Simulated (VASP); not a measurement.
# InAs2 (Fm-3m) in VASP: relaxation of cell and atoms with PBE

Aim: the relaxation of cell and atoms of InAs2 with PBE.

Program: VASP 6.6.1. These are calculated values, not measurements. Logs are shortened: lines on timing, memory, paths and dates and some standing lists are left out, and cuts for length are marked.

**1. The cell of the first run**

It takes space group Fm-3m (No. 225, cubic). Conventional cell: a = 6.722 Å, b = 6.722 Å, c = 6.722 Å, α = 90.00°, β = 90.00°, γ = 90.00°. Within 3.8 Å of In (site symmetry m-3m) lie 8 As at 2.91 Å. As (site symmetry -43m) has 4 In at 2.91 Å and 6 As at 3.36 Å within 3.8 Å.

**2. Relaxation of cell and atoms, PBE**

INCAR

```
ALGO = Normal
EDIFF = 1E-6
EDIFFG = -0.01
ENCUT = 600
GGA = PE
IBRION = 2
ISIF = 3
ISMEAR = 0
LASPH = True
LCHARG = False
LREAL = False
LWAVE = False
NELM = 60
NSW = 100
PREC = Accurate
SIGMA = 0.1
```

KPOINTS

```
k-points
0
Gamma
  12 12 12
```

POSCAR

```
InAs2
1.0
    0.0000000000      3.3611488912      3.3611488912
    3.3611488912      0.0000000000      3.3611488912
    3.3611488912      3.3611488912      0.0000000000
In As
1 2
Direct
    0.0000000000      0.0000000000      0.0000000000
    0.2500000000      0.2500000000      0.2500000000
    0.7500000000      0.7500000000      0.7500000000
```

Potentials or basis: VASP PAW PBE potentials, release 64 (In_d, As).

Command:

```sh
$ cat potpaw_PBE.64/In_d/POTCAR potpaw_PBE.64/As/POTCAR > POTCAR
$ mpirun -np 1 vasp_std > vasp.out
```

OUTCAR:

```text
EDIFF = 1E-6
   EDIFFG = -0.01
   ENCUT = 600
   GGA = PE
   IBRION = 2
   ISIF = 3
   ISMEAR = 0
   LASPH = True
   LREAL = False
   NELM = 60
   NSW = 100
   PREC = Accurate

 ion  position               nearest neighbor table
   1  0.000  0.000  0.000-   3 2.91   3 2.91   3 2.91   2 2.91   3 2.91   2 2.91   2 2.91   2 2.91

   2  0.250  0.250  0.250-   1 2.91   1 2.91   1 2.91   1 2.91
   3  0.750  0.750  0.750-   1 2.91   1 2.91   1 2.91   1 2.91

  LATTYP: Found a face centered cubic cell.
 ALAT       =     6.7222977824

  Lattice vectors:

 A1 = (   0.0000000000,   3.3611488912,   3.3611488912)
 A2 = (   3.3611488912,   0.0000000000,   3.3611488912)
 A3 = (   3.3611488912,   3.3611488912,   0.0000000000)

Analysis of symmetry for initial positions (statically):
=====================================================================
 Subroutine PRICEL returns:
 Original cell was already a primitive cell.

 Routine SETGRP: Setting up the symmetry group for a
 face centered cubic supercell.

 Subroutine GETGRP returns: Found 48 space group operations
 (whereof 48 operations were pure point group operations)
 out of a pool of 48 trial point group operations.

The static configuration has the point symmetry O_h .

Analysis of symmetry for dynamics (positions and initial velocities):
=====================================================================
 Subroutine PRICEL returns:
 Original cell was already a primitive cell.

 Routine SETGRP: Setting up the symmetry group for a
 face centered cubic supercell.

 Subroutine GETGRP returns: Found 48 space group operations
 (whereof 48 operations were pure point group operations)
 out of a pool of 48 trial point group operations.

The dynamic configuration has the point symmetry O_h .

 Subroutine INISYM returns: Found 48 space group operations
 (whereof 48 operations are pure point group operations),
 and found     1 'primitive' translations

----------------------------------------------------------------------------------------

                                     Primitive cell

  volume of cell :      75.9440

  direct lattice vectors                    reciprocal lattice vectors
     0.000000000  3.361148891  3.361148891    -0.148758658  0.148758658  0.148758658
     3.361148891  0.000000000  3.361148891     0.148758658 -0.148758658  0.148758658
     3.361148891  3.361148891  0.000000000     0.148758658  0.148758658 -0.148758658

  length of vectors
     4.753382347  4.753382347  4.753382347     0.257657555  0.257657555  0.257657555

  position of ions in fractional coordinates (direct lattice)
     0.000000000  0.000000000  0.000000000
     0.250000000  0.250000000  0.250000000
     0.750000000  0.750000000  0.750000000

  ion indices of the primitive-cell ions
   primitive index   ion index
                 1           1
                 2           2
                 3           3

----------------------------------------------------------------------------------------

 KPOINTS: k-points

Automatic generation of k-mesh.
 Grid dimensions read from file:
 generate k-points for:   12   12   12

 Generating k-lattice:

  Cartesian coordinates                     Fractional coordinates (reciprocal lattice)
    -0.012396555  0.012396555  0.012396555     0.083333333  0.000000000  0.000000000
     0.012396555 -0.012396555  0.012396555     0.000000000  0.083333333  0.000000000
     0.012396555  0.012396555 -0.012396555     0.000000000  0.000000000  0.083333333

  Length of vectors
     0.021471463  0.021471463  0.021471463

  Shift w.r.t. Gamma in fractional coordinates (k-lattice)
     0.000000000  0.000000000  0.000000000

 Subroutine IBZKPT returns following result:
 ===========================================

 Found     72 irreducible k-points:

 Following reciprocal coordinates:
            Coordinates               Weight
  0.000000  0.000000  0.000000      1.000000
  0.083333  0.000000  0.000000      8.000000
  0.166667  0.000000  0.000000      8.000000
  0.250000  0.000000  0.000000      8.000000
  0.333333  0.000000  0.000000      8.000000
  0.416667  0.000000  0.000000      8.000000
[... 16 lines left out ...]
  0.500000  0.166667  0.000000     24.000000
 -0.416667  0.166667  0.000000     24.000000
 [... further k-points ...]
   k-points           NKPTS =     72   k-points in BZ     NKDIM =     72   number of bands    NBANDS=     15
   number of dos      NEDOS =    301   number of ions     NIONS =      3
   total plane-waves  NPLWV =  64000
   dimension x,y,z NGX =    40 NGY =   40 NGZ =   40
   dimension x,y,z NGXF=    80 NGYF=   80 NGZF=   80
   ions per type =               1   2
   NGX,Y,Z   is equivalent  to a cutoff of  13.99, 13.99, 13.99 a.u.
   NGXF,Y,Z  is equivalent  to a cutoff of  27.98, 27.98, 27.98 a.u.
 SYSTEM =  unknown system
   PREC   = accura    normal or accurate (medium, high low for compatibility)
   ISTART =      0    job   : 0-new  1-cont  2-samecut
   ICHARG =      2    charge: 1-file 2-atom 10-const
   ISPIN  =      1    spin polarized calculation?
   LNONCOLLINEAR =      F non collinear calculations
   LSORBIT =      F    spin-orbit coupling
   LASPH  =      T    aspherical Exc in radial PAW
   ENCUT  =  600.0 eV  44.10 Ry    6.64 a.u.   9.49  9.49  9.49*2*pi/ulx,y,z
   NELM   =     60;   NELMIN=  2; NELMDL= -5     # of ELM steps
   EDIFF  = 0.1E-05   stopping-criterion for ELM
   LREAL  =      F    real-space projection
   EDIFFG = -.1E-01   stopping-criterion for IOM
   NSW    =    100    number of steps for IOM
   IBRION =      2    ionic relax: 0-MD 1-quasi-New 2-CG
   NFREE  =      1    steps in history (QN), initial steepest desc. (CG)
   ISIF   =      3    stress and relaxation
   ISYM   =      2    0-nonsym 1-usesym 2-fastsym
   POTIM  = 0.5000    time-step for ionic-motion
   TEBEG  =    0.0;   TEEND  =   0.0 temperature during run
   PSTRESS=    0.0 pullay stress
   NELECT =      23.0000    total number of electrons
   NUPDOWN=      -1.0000    fix difference up-down
   EMIN   =  10.00;   EMAX   =-10.00  energy-range for DOS
   EFERMI =   0.00;   METHOD = LEGACY
   ISMEAR =     0;   SIGMA  =   0.10  broadening in eV -4-tet -1-fermi 0-gaus
   EFERMI_NEDOS =   21; number of points for ismear=-14 and -15
   IALGO  =     38    algorithm
   IMIX   =      4    mixing-type and parameters
     AMIX     =   0.40;   BMIX     =  1.00
     AMIX_MAG =   1.60;   BMIX_MAG =  1.00
  volume/ion in A,a.u.               =      25.31       170.83
  Fermi-wavevector in a.u.,A,eV,Ry     =   1.099393  2.077552 16.444890  1.208665
  Thomas-Fermi vector in A             =   2.235787
   LORBIT       =      0    0 simple, 1 ext, 2 COOP (PROOUT), +10 PAW based schemes
   GGA     = PE    functional components
   LHFCALC =     F    Hartree Fock is set to
   AEXX    =    0.0000 exact exchange contribution
   IVDW    =     0    specifies the selected vdW correction
   LEPSILON=     F    determine dielectric tensor
   LRPA    =     F    only Hartree local field effects (RPA)
 conjugate gradient relaxation of ions
 non-spin polarized calculation
 Gauss-broadening in eV      SIGMA  =   0.10
  energy-cutoff  :      600.00
  volume of cell :       75.94
 maximum number of plane-waves:      2637
 NGX is ok and might be reduce to    40
   NGX = 19   NGY = 19   NGZ = 19

--------------------------------------- Ionic step        1  -------------------------------------------

 number of electron      23.0000004 magnetization

 Free energy of the ion-electron system (eV)
  ---------------------------------------------------
  ext. energy  EPLUGINS =         0.00000000
  ---------------------------------------------------
  free energy    TOTEN  =       -10.90905399 eV

  energy without entropy =      -10.89723188  energy(sigma->0) =      -10.90314293

------------------------ aborting loop because EDIFF is reached ----------------------------------------

  FORCE on cell =-STRESS in cart. coord.  units (eV):
  Direction    XX          YY          ZZ          XY          YZ          ZX
  --------------------------------------------------------------------------------------
  -------------------------------------------------------------------------------------
  Total       -0.2807548     -0.2807548     -0.2807548      0.0000000     -0.0000000      0.0000000
  in kB       -5.9230388     -5.9230388     -5.9230388      0.0000000     -0.0000000      0.0000000
  external PRESSURE =      -5.9230388 kB  Pullay stress =       0.0000000 kB

 VOLUME and BASIS-vectors are now :
 -----------------------------------------------------------------------------
  energy-cutoff  :      600.00
  volume of cell :       75.94
      direct lattice vectors                 reciprocal lattice vectors
     0.000000000  3.361148891  3.361148891    -0.148758658  0.148758658  0.148758658
     3.361148891  0.000000000  3.361148891     0.148758658 -0.148758658  0.148758658
     3.361148891  3.361148891  0.000000000     0.148758658  0.148758658 -0.148758658
[... 38 lines left out ...]
 POSITION                                       TOTAL-FORCE (eV/Angst)
 -----------------------------------------------------------------------------------
      3.34597      3.34597      0.00000         0.000000     -0.000000     -0.000000
      1.67299      1.67299      1.67299        -0.000000      0.000000     -0.000000
      5.01896      5.01896      5.01896         0.000000     -0.000000      0.000000
 -----------------------------------------------------------------------------------
    total drift:                               -0.000000      0.000000      0.000000

  FREE ENERGIE OF THE ION-ELECTRON SYSTEM (eV)
  ---------------------------------------------------
  free  energy   TOTEN  =       -10.9103849298 eV

  energy  without entropy=      -10.8986348386  energy(sigma->0) =      -10.90450988

--------------------------------------- Ionic step        3  -------------------------------------------

 number of electron      23.0000003 magnetization

 Free energy of the ion-electron system (eV)
  ---------------------------------------------------
  ext. energy  EPLUGINS =         0.00000000
  ---------------------------------------------------
  free energy    TOTEN  =       -10.91052867 eV

  energy without entropy =      -10.89876059  energy(sigma->0) =      -10.90464463

 E-fermi :   5.2206     XC(G=0):  -9.6102

 val. band max:        5.2130432662   @ k =   0.4167   0.2500   0.0000
 cond. band min:       5.2321241886   @ k =   0.4167   0.1667   0.0000
 fundamental gap:      0.0190809225
 Fermi energy:         5.2205816111

 k-point     1 :       0.0000    0.0000    0.0000
  band No.  band energies     occupation
      1      -9.5634      2.00000
      2      -9.5634      2.00000
      3      -9.5634      2.00000
      4      -9.4744      2.00000
      5      -9.4744      2.00000
      6      -7.6496      2.00000
      7      -3.6023      2.00000
      8       3.1015      2.00000
      9       3.1015      2.00000
     10       3.1015      2.00000
     11       4.3668      2.00000
     12       4.8477      2.00000
     13       4.8477      2.00000
     14       4.8477      2.00000
     15       7.8304      0.00000
[... 397 lines left out ...]
 k-point    24 :      -0.4167    0.1667    0.0000
  band No.  band energies     occupation
      1      -9.6241      2.00000
      2      -9.5624      2.00000
      3      -9.5386      2.00000
      4      -9.4756      2.00000
      5      -9.4724      2.00000
      6      -5.7723      2.00000
      7      -5.4660      2.00000
      8      -0.4027      2.00000
      9       2.1112      2.00000
     10       2.1523      2.00000
     11       3.5986      2.00000
     12       4.6164      2.00000
     13       5.6142      0.00000
     14       7.7148      0.00000
     15      10.2589      0.00000

 [... further k-points ...]

------------------------ aborting loop because EDIFF is reached ----------------------------------------

  FORCE on cell =-STRESS in cart. coord.  units (eV):
  Direction    XX          YY          ZZ          XY          YZ          ZX
  --------------------------------------------------------------------------------------
  -------------------------------------------------------------------------------------
  Total        0.0055095      0.0055095      0.0055095      0.0000000     -0.0000000     -0.0000000
  in kB        0.1174475      0.1174475      0.1174475      0.0000000     -0.0000000     -0.0000000
  external PRESSURE =       0.1174475 kB  Pullay stress =       0.0000000 kB

 VOLUME and BASIS-vectors are now :
 -----------------------------------------------------------------------------
  energy-cutoff  :      600.00
  volume of cell :       75.16
      direct lattice vectors                 reciprocal lattice vectors
     0.000000000  3.349532833  3.349532833    -0.149274548  0.149274548  0.149274548
     3.349532833 -0.000000000  3.349532833     0.149274548 -0.149274548  0.149274548
     3.349532833  3.349532833  0.000000000     0.149274548  0.149274548 -0.149274548

 POSITION                                       TOTAL-FORCE (eV/Angst)
 -----------------------------------------------------------------------------------
      0.00000      0.00000      0.00000         0.000000     -0.000000      0.000000
      1.67477      1.67477      1.67477         0.000000      0.000000      0.000000
      5.02430      5.02430      5.02430        -0.000000     -0.000000     -0.000000
 -----------------------------------------------------------------------------------
    total drift:                               -0.000000      0.000000      0.000000

  FREE ENERGIE OF THE ION-ELECTRON SYSTEM (eV)
  ---------------------------------------------------
  free  energy   TOTEN  =       -10.9105286735 eV

  energy  without entropy=      -10.8987605930  energy(sigma->0) =      -10.90464463

 reached required accuracy - stopping structural energy minimisation
```

Wall time 3.3 min (1 thread of Intel Xeon Platinum 8259CL at 2.50GHz (Skylake/Cascade Lake), shared host); peak memory 0.33 GiB.

What came out:

```yaml
Free_energy: -10.9105 eV
Relaxed_volume: 25.05 Å³/atom
Relaxed_cell: a = 4.737 Å, b = 4.737 Å, c = 4.737 Å, α = 60.00°, β = 60.00°, γ = 60.00°
Space_group_after_relaxing_to_0.05_Å: Fm-3m (No. 225)
Energy_gained_by_relaxing: 0.5 meV/atom
Ionic_steps: 3
Pressure_after_relaxing: 0.0 GPa
```

The path:
| step | energy change (eV) | largest force (eV/Å) | pressure (GPa) | volume (Å³) |
| --- | --- | --- | --- | --- |
| 1 | 0.0000 | 0.0000 | -0.59 | 75.94 |
| 2 | -0.0013 | 0.0000 | 0.19 | 74.92 |
| 3 | -0.0015 | 0.0000 | 0.01 | 75.16 |

Final structure:
```
In As
1.0
     0.00000    3.34953    3.34953
     3.34953    0.00000    3.34953
     3.34953    3.34953    0.00000
In As
1 2
Direct
  0.00000 0.00000 0.00000
  0.25000 0.25000 0.25000
  0.75000 0.75000 0.75000
```

Levels at points of the mesh, in eV from the Fermi level:
| k point | band 7 | band 8 | band 9 | band 10 | band 11 | band 12 | band 13 | band 14 | band 15 |
| --- | --- | --- | --- | --- | --- | --- | --- | --- | --- |
| (0.00, 0.00, 0.00) | -8.82 | -2.12 | -2.12 | -2.12 | -0.85 | -0.37 | -0.37 | -0.37 | 2.61 |
| (0.50, 0.00, 0.00) | -10.93 | -4.69 | -2.54 | -2.54 | -2.04 | -1.31 | -1.31 | 3.23 | 5.37 |
| (0.50, 0.50, 0.00) | -9.62 | -7.02 | -4.29 | -4.29 | -0.24 | 1.71 | 1.71 | 2.33 | 4.58 |

Caveat: spin-orbit coupling is left out, which moves the levels of the heavy elements.
